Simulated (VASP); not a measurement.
The system is Mg3NbO2.

```
CELL_PARAMETERS angstrom
4.74127 0.00000 0.00000
-2.37064 4.10606 0.00000
0.00000 0.00000 4.21293
ATOMIC_POSITIONS crystal
Mg 0.51977 0.48023 0.50000
Mg 0.51977 0.03954 0.50000
Mg 0.96046 0.48023 0.50000
Nb 0.33333 0.66667 0.00000
O 0.33333 0.66667 0.50000
O 0.00000 0.00000 0.00000
```

The cell was generated, and may not be a known phase.

```yaml
Program: VASP 6.6.1
Task: relaxation of cell and atoms
Functional: PBE
Potentials_or_basis: VASP PAW PBE potentials, release 64 (Mg_sv, Nb_sv, O)
Cutoff: 750 eV
k_mesh: 6 × 6 × 4
Occupations: gaussian, width 0.1 eV
Spin: no spin polarisation
```

At the start: pressure 67.0 GPa; volume 13.67 Å³/atom.

Problem. Where does the relaxation end?

Solution. Over 15 steps the energy falls by 1504.4 meV/atom and the volume is 21.75 Å³/atom (+59.1 %); space group P-6m2 (No. 187, to 0.1 Å) before and after.

The path:
```tsv
step	energy change (eV)	largest force (eV/Å)	pressure (GPa)	volume (Å³)
1	0.0000	6.0363	66.96	82.02
2	-1.9607	9.5796	-10.03	168.13
3	-5.3812	9.0514	9.09	115.83
4	-6.6713	0.8923	-16.60	168.57
5	-8.6209	0.6482	-5.69	143.15
6	-8.6369	0.8652	-4.97	141.36
7	-8.6380	0.9806	-4.61	140.45
8	-8.9071	0.2473	1.59	128.05
9	-8.9092	0.1386	1.01	129.00
10	-8.9854	0.2383	0.75	129.47
11	-9.0176	0.3493	0.60	129.91
12	-9.0178	0.3419	0.60	129.89
13	-9.0246	0.0619	-0.55	131.41
14	-9.0257	0.0462	-0.24	130.99
15	-9.0263	0.0043	0.02	130.52
```

Final structure:
```xyz
6
Lattice="6.1051 0.0000 0.0000 -3.0526 5.2872 0.0000 0.0000 0.0000 4.0434" Properties=species:S:1:pos:R:3 pbc="T T T"
Mg    1.7307    2.5256    2.0217
Mg    3.0526    0.2360    2.0217
Mg    4.3744    2.5256    2.0217
Nb    0.0000    3.5248    4.0434
O     0.0000    3.5248    2.0217
O     0.0000    0.0000    4.0434
```

Caveat: the k points lie up to 0.39 Å⁻¹ apart in the final cell, too coarse for converged energies and pressures of a metal; the volume moved by over 15 % at a fixed basis, so the end points are rough; an odd number of electrons without spin polarisation forces a metal; a magnetic or distorted state may lie lower.
